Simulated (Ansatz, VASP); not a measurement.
One calculation of BP, two programs

INCAR

```
PREC     = Accurate       # precision mode
ENCUT    = 450            # plane-wave cutoff, eV
EDIFF    = 1E-7           # SCF threshold, eV
ISMEAR   = 0              # smearing method
SIGMA    = 0.02           # smearing width, eV
LREAL    = False          # projectors in reciprocal space
LASPH    = True           # aspherical terms in the spheres
NELM     = 120            # most SCF steps
ALGO     = Normal         # electronic algorithm
ISIF     = 2              # what is computed and relaxed
LWAVE    = False          # write WAVECAR
LCHARG   = False          # write CHGCAR
GGA      = PS             # functional
IBRION   = 2              # ionic algorithm
NSW      = 60             # ionic steps
EDIFFG   = -0.002         # ionic threshold
GGA_COMPAT= False        
NELMIN   = 4
```

Contents of KPOINTS:

```
Automatic mesh
0
Gamma
  10 10 10
```

POSCAR

```
BP
1.0
    0.0000000000      2.1719893105      2.3012622441
    2.1719893105      0.0000000000      2.3012622441
    2.1719893105      2.1719893105      0.0000000000
B P
1 1
Direct
    0.0000000000      0.0000000000      0.0000000000
    0.2500000000      0.2500000000      0.2500000000
```

Input for Ansatz:

```yaml
crystal:
  lattice:
    - [0.0, 2.1719893105, 2.3012622441]
    - [2.1719893105, 0.0, 2.3012622441]
    - [2.1719893105, 2.1719893105, 0.0]
  atoms:
    - { symbol: B, position: [0.0, 0.0, 0.0] }
    - { symbol: P, position: [0.25, 0.25, 0.25] }
basis:
  ecutwfc: 420
kpoints:
  mp_grid: { grid: [10, 10, 10] }
hamiltonian:
  xc: pbesol
  pseudopotentials: { kind: paw, azcp: { folder: soft_1 } }
scf:
  occupations: { method: gaussian, width: 0.02 }
output:
  forces: true
  stress: true
  eigenvalues: true
relax:
  adjacent_minimum: "off"
  f_tol: 0.002
  max_steps: 40
```

Change from the starting cell: strained cell.

Alike in both runs: task relaxation of the atoms; functional PBEsol; k mesh 10 × 10 × 10; occupations gaussian, width 0.02 eV; no spin polarisation.

```csv
,VASP,Ansatz
version,VASP 6.6.1,Ansatz 0.2.0
potentials or method,"VASP PAW PBE potentials, release 64 (B, P), cutoff 450 eV","scalar-relativistic, plane waves, PAW"
valence electrons in the cell,8,8
```

Ansatz gave:

- gap on the k mesh at the Fermi level, each at its own relaxed structure (eV): 0.59

Which values does VASP return?

gap on the k mesh at the Fermi level, each at its own relaxed structure (eV): 0.58.

VASP's potentials were made for PBE, not for PBEsol, and Ansatz warns of the same on its side. Ansatz's warnings: stress scf threshold loose.

Noted on VASP's run: the relaxation stopped at its first step, so nothing moved.
